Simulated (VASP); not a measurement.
A run of VASP 6.6.1 is set up as follows.

Contents of INCAR:

```
PREC = Accurate
ENCUT = 520
EDIFF = 1E-6
ISMEAR = 0
SIGMA = 0.1
LREAL = False
LASPH = True
NELM = 150
ALGO = Normal
ISIF = 2
LWAVE = False
LCHARG = False
ISPIN = 2
MAGMOM = 0 0 1 1 1 1 1 1 1 1
LORBIT = 11
LMAXMIX = 4
GGA = PE
NBANDS = 82
```

Contents of KPOINTS:

```
regular mesh
0
Gamma
  6 6 1
```

The input POSCAR:

```
TaRu4
1.0
    2.7648524286      0.0000000000      0.0000000000
   -1.3824262143      2.3944324409      0.0000000000
    0.0000000000      0.0000000000     22.2014931223
Ta Ru
2 8
Direct
    0.3333333333      0.6666666667      0.2500000000
    0.6666666667      0.3333333333      0.7500000000
    0.3333333333      0.6666666667      0.8568315857
    0.3333333333      0.6666666667      0.0474356646
    0.3333333333      0.6666666667      0.4525643354
    0.3333333333      0.6666666667      0.6431684143
    0.6666666667      0.3333333333      0.9525643354
    0.6666666667      0.3333333333      0.1431684143
    0.6666666667      0.3333333333      0.3568315857
    0.6666666667      0.3333333333      0.5474356646
```

Potentials or basis: VASP PAW PBE potentials, release 64 (Ta_pv, Ru_pv).

Run with:

```sh
$ cat potpaw_PBE.64/Ta_pv/POTCAR potpaw_PBE.64/Ru_pv/POTCAR > POTCAR
$ mpirun -np 1 vasp_std > vasp.out
```

(1) Estimate the band gap on the k mesh.

(2) Predict the largest force.

## Answers

(1) zero (filled and empty bands overlap).

(2) 0.008 eV/Å.

Caveat: the k points lie up to 0.44 Å⁻¹ apart, too coarse for converged energies and pressures of a metal; spin-orbit coupling is left out, which moves the levels of the heavy elements.
